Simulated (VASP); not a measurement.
# Ge3C3N8: single point with r2SCAN

Ge3C3N8:

```
Ge C N
1.0
     7.27644    0.00000    0.54837
     0.00000    2.79587    0.00000
    -3.15825    0.00000    6.26654
Ge C N
3 3 8
Direct
  0.60215 0.50000 0.80569
  0.76198 0.00000 0.24627
  0.17852 0.50000 0.36003
  0.91106 0.00000 0.72047
  0.23168 0.50000 0.79248
  0.37470 0.00000 0.15341
  0.32886 0.50000 0.65063
  0.54623 0.00000 0.30799
  0.80931 0.50000 0.70002
  0.68851 0.00000 0.96514
  0.09410 0.00000 0.74458
  0.92549 0.50000 0.34638
  0.20321 0.00000 0.20798
  0.34421 0.50000 0.99893
```

```yaml
Program: VASP 6.6.1
Task: single point
Functional: r2SCAN
Potentials_or_basis: VASP PAW PBE potentials, release 64 (Ge_d, C, N)
Cutoff: 660 eV
k_mesh: 4 × 8 × 4
Occupations: fermi-dirac, width 0.02 eV
Spin: no spin polarisation
```

```json
{
 "Pressure": "0.7 GPa",
 "Largest force": "0.169 eV/Å",
 "Band gap on the k mesh": "0.07 eV (least direct gap 0.11 eV)"
}
```

Forces in eV/Å, atoms in the order of the input:
```
Ge   0.014  0.000 -0.017
Ge  -0.003  0.000  0.000
Ge  -0.005  0.000  0.020
C   -0.160  0.000 -0.042
C   -0.070  0.000 -0.043
C   -0.017  0.000 -0.127
N    0.041  0.000 -0.054
N    0.051  0.000  0.137
N    0.009  0.000 -0.014
N    0.007  0.000  0.015
N    0.166  0.000  0.032
N    0.003  0.000  0.037
N   -0.038  0.000 -0.040
N    0.002  0.000  0.096
```

Stress tensor (GPa, compression positive):
```
1.05 0.00 0.15
0.00 0.42 0.00
0.15 0.00 0.71
```

Levels at points of the mesh, in eV from the valence-band top:
```tsv
k point	band 44	band 45	band 46	band 47	band 48	band 49	band 50	band 51
(0.00, 0.00, 0.00)	-1.91	-1.64	-1.57	-0.03	0.13	1.08	2.21	3.00
(0.50, 0.00, 0.00)	-1.95	-1.61	-1.59	-0.05	0.07	1.40	2.61	2.71
(0.00, 0.50, 0.00)	-2.70	-2.51	-2.08	-1.75	0.85	2.57	3.02	3.53
(0.50, 0.50, 0.00)	-2.49	-2.42	-2.39	-1.59	0.54	2.44	2.84	3.73
(0.00, 0.00, 0.50)	-2.02	-1.61	-1.50	-0.11	0.17	1.27	2.88	3.25
(0.50, 0.00, 0.50)	-2.24	-1.86	-1.51	0.00	0.11	1.75	2.24	3.25
(0.00, 0.50, 0.50)	-2.65	-2.32	-1.92	-1.70	0.79	2.63	3.50	3.85
(0.50, 0.50, 0.50)	-2.76	-2.71	-1.77	-1.68	0.91	2.81	3.16	3.61
```

It took 31 min on 1 thread of Intel(R) Xeon(R) Platinum 8488C (Sapphire Rapids), with other jobs on the host, peak memory 0.6 GiB.

Caveat: semilocal functionals underestimate gaps, and a narrow one can read as zero; the PAW data sets were made with another functional, which shifts forces and pressure a little. A k mesh can miss the band edges.
